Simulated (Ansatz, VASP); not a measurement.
Two plane-wave programs on As

The input INCAR:

```
SYSTEM = As
PREC     = Accurate       ! precision mode
ENCUT    = 520            ! plane-wave cutoff, eV
EDIFF    = 1E-6           ! SCF threshold, eV
ISMEAR   = -1             ! smearing method
SIGMA    = 0.05           ! smearing width, eV
LREAL    = .False.        ! projectors in reciprocal space
LASPH    = .True.         ! aspherical terms in the spheres
NELM     = 60             ! most SCF steps
ALGO     = Normal         ! electronic algorithm
ISIF     = 2              ! what is computed and relaxed
LWAVE    = .False.        ! write WAVECAR
LCHARG   = .False.        ! write CHGCAR
GGA      = PE             ! functional
NBANDS   = 18             ! bands
```

Contents of KPOINTS:

```
regular mesh
0
Gamma
  8 8 6
  0 0 0
```

The input POSCAR:

```
As
1.0
    1.8490159120     -5.5723767210      0.0000000000
    1.8490159120      5.5723767210      0.0000000000
    0.0000000000      0.0000000000      4.5288225351
As
4
Direct
    0.3900000000      0.6100000000      0.5600000000
    0.8900000000      0.1100000000      0.9400000000
    0.6100000000      0.3900000000      0.4400000000
    0.1100000000      0.8900000000      0.0600000000
```

The input input.yaml:

```yaml
crystal:
  lattice:
    - [1.849015912, -5.572376721, 0.0]
    - [1.849015912, 5.572376721, 0.0]
    - [0.0, 0.0, 4.5288225351]
  atoms:
    - { symbol: As, position: [0.39, 0.61, 0.56] }
    - { symbol: As, position: [0.89, 0.11, 0.94] }
    - { symbol: As, position: [0.61, 0.39, 0.44] }
    - { symbol: As, position: [0.11, 0.89, 0.06] }
hamiltonian:
  xc: pbe
  pseudopotentials: { kind: paw }
kpoints:
  mp_grid: { grid: [8, 8, 6] }
scf:
  occupations: { method: fermi_dirac, width: 0.05 }
output:
  forces: true
  stress: true
  eigenvalues: true
  write_density: true
  write_potential: true
  elf: true
  volumetric_format: npy
```

Alike in both runs: task single point; functional PBE; k mesh 8 × 8 × 6; occupations fermi-dirac, width 0.05 eV; no spin polarisation.

|  | VASP | Ansatz |
| --- | --- | --- |
| version | VASP 6.6.1 | Ansatz 0.2.0 |
| potentials or method | VASP PAW PBE potentials, release 64 (As) | Ansatz PAW |
| plane-wave cutoff (eV) | 520 | 420 |
| valence electrons in the cell | 20 | 60 |

```csv
,VASP,Ansatz,Ansatz less VASP
gap on the k mesh at the Fermi level (eV),0.13,0.13,+0.005
least direct gap on the mesh (eV),0.20,0.21,+0.008
pressure (GPa),0.5,0.3,-0.26
"traceless stress, the component that is largest in VASP (GPa)",0.67,0.69,+0.025
rms of the force components (eV/Å),0.123,0.151,+0.0285
```

Atom by atom the forces differ by 0.031 eV/Å (rms over components). VASP's potentials hold 20 valence electrons a cell and Ansatz's 60, so a difference there can come from the potentials and not from the codes.
